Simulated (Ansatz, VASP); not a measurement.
**One calculation of GaB2, two programs**

```
Ga B
1.0
     3.00674    0.00000    0.00000
    -1.50337    2.60391    0.00000
     0.00000    0.00000    8.52812
Ga B
2 4
Direct
  0.33333 0.66667 0.25000
  0.66667 0.33333 0.75000
  0.33333 0.66667 0.50581
  0.66667 0.33333 0.00581
  0.33333 0.66667 0.99419
  0.66667 0.33333 0.49419
```

Alike in both runs: functional PBE; k mesh 12 × 12 × 6; occupations gaussian, width 0.1 eV; no spin polarisation.

Ansatz relaxed the structure, and its values are those at the end. VASP's run is a single point on that final structure, the one shown.

|  | VASP | Ansatz |
| --- | --- | --- |
| version | VASP 6.6.1 | Ansatz 0.2.0 |
| potentials or method | VASP PAW PBE potentials, release 64 (Ga_d, B), cutoff 520 eV | scalar-relativistic, plane waves, PAW |
| valence electrons in the cell | 38 | 38 |

```tsv
	VASP	Ansatz	Ansatz less VASP
gap on the k mesh at the Fermi level (eV)	none	none	-
pressure (GPa)	0.1	0.0	-0.07
rms of the force components (eV/Å)	0.003	0.000	-0.0033
```

A gap of «none» marks a metal or a gap that the smearing closes.
